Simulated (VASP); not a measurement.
Input of a VASP 6.6.1 run:

The input INCAR:

```
SYSTEM = AlN
ALGO = Normal
EDIFF = 1E-6
ENCUT = 520
GGA = PE
ISIF = 2
ISMEAR = 0
LASPH = .True.
LCHARG = .True.
LELF = .True.
LREAL = .False.
LVHAR = .True.
LWAVE = .False.
NBANDS = 16
NELM = 60
PREC = Accurate
SIGMA = 0.05
```

KPOINTS

```
k-points
0
Gamma
  12 12 6
  0 0 0
```

File POSCAR:

```
AlN
1.0
    3.0643371193      0.0000000000      0.0000000000
   -1.5321685597      2.6537937911      0.0000000000
    0.0000000000      0.0000000000      5.1273400000
Al N
2 2
Direct
    0.3333333333      0.6666666667      0.0000000000
    0.6666666667      0.3333333333      0.5000000000
    0.3333333333      0.6666666667      0.3850000000
    0.6666666667      0.3333333333      0.8850000000
```

Potentials or basis: VASP PAW PBE potentials, release 64 (Al, N).

Command:

```bash
$ cat potpaw_PBE.64/Al/POTCAR potpaw_PBE.64/N/POTCAR > POTCAR
$ mpirun -np 1 vasp_std > vasp.out
```

**Question.** Estimate the pressure.

**Answer.** 5.1 GPa.

**Question.** What does it give for the band gap on the k mesh?

**Answer.** 4.25 eV, direct.

**Question.** Predict the largest force.

**Answer.** 0.599 eV/Å.

Forces on the atoms (eV/Å):
```
Al   0.000  0.000  0.599
Al   0.000  0.000  0.599
N    0.000  0.000 -0.599
N    0.000  0.000 -0.599
```

Caveat: the cell differs from its parent crystal (strain -0.015 along x and y, +0.030 along z). A k mesh can miss the band edges.
